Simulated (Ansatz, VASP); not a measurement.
# Two plane-wave programs on Na

Contents of INCAR:

```
SYSTEM = Na
ALGO = Fast
EDIFF = 1E-6
ENCUT = 520
GGA = PE
ISIF = 2
ISMEAR = 0
LASPH = .True.
LCHARG = .True.
LELF = .True.
LREAL = .False.
LVHAR = .True.
LWAVE = .False.
NBANDS = 14
NELM = 80
PREC = Accurate
SIGMA = 0.15
```

Contents of KPOINTS:

```
k-points
0
Gamma
  15 15 8
  0 0 0
```

File POSCAR:

```
Na
1.0
    3.7449956804      0.0000000000      0.0000000000
   -1.8724978402      3.2432613963      0.0000000000
    0.0000000000      0.0000000000      6.1030356778
Na
2
Direct
    0.3333333333      0.6666666667      0.1741361145
    0.6666666667      0.3333333333      0.8258638855
```

Input for Ansatz:

```yaml
crystal:
  lattice:
    - [3.7449956804, 0.0, 0.0]
    - [-1.8724978402, 3.2432613963, 0.0]
    - [0.0, 0.0, 6.1030356778]
  atoms:
    - { symbol: Na, position: [0.3333333333, 0.6666666667, 0.1741361145] }
    - { symbol: Na, position: [0.6666666667, 0.3333333333, 0.8258638855] }
basis:
  ecutwfc: 520.0
kpoints:
  mp_grid: { grid: [15, 15, 8] }
hamiltonian:
  xc: pbe
scf:
  occupations: { method: gaussian, width: 0.15 }
output:
  forces: true
  stress: true
  eigenvalues: true
```

Change from the starting cell: mode 4 frozen in at +0.000 Å and mode 6 at -0.463 Å (largest displacements).

Alike in both runs: task single point; functional PBE; k mesh 15 × 15 × 8; occupations gaussian, width 0.15 eV; no spin polarisation.

|  | VASP | Ansatz |
| --- | --- | --- |
| version | VASP 6.6.1 | Ansatz 0.2.0 |
| potentials or method | VASP PAW PBE potentials, release 64 (Na_pv), cutoff 520 eV | scalar-relativistic, plane waves, PAW |
| valence electrons in the cell | 14 | 18 |

```csv
,VASP,Ansatz,Ansatz less VASP
gap on the k mesh at the Fermi level (eV),none,none,-
pressure (GPa),1.6,1.6,-0.03
"traceless stress, the component that is largest in VASP (GPa)",0.44,0.44,+0.003
rms of the force components (eV/Å),0.477,0.477,-0.0006
```

Atom by atom the forces differ by 0.001 eV/Å (rms over components). A gap of «none» marks a metal or a gap that the smearing closes. VASP's potentials hold 14 valence electrons a cell and Ansatz's 18, so a difference there can come from the potentials and not from the codes.
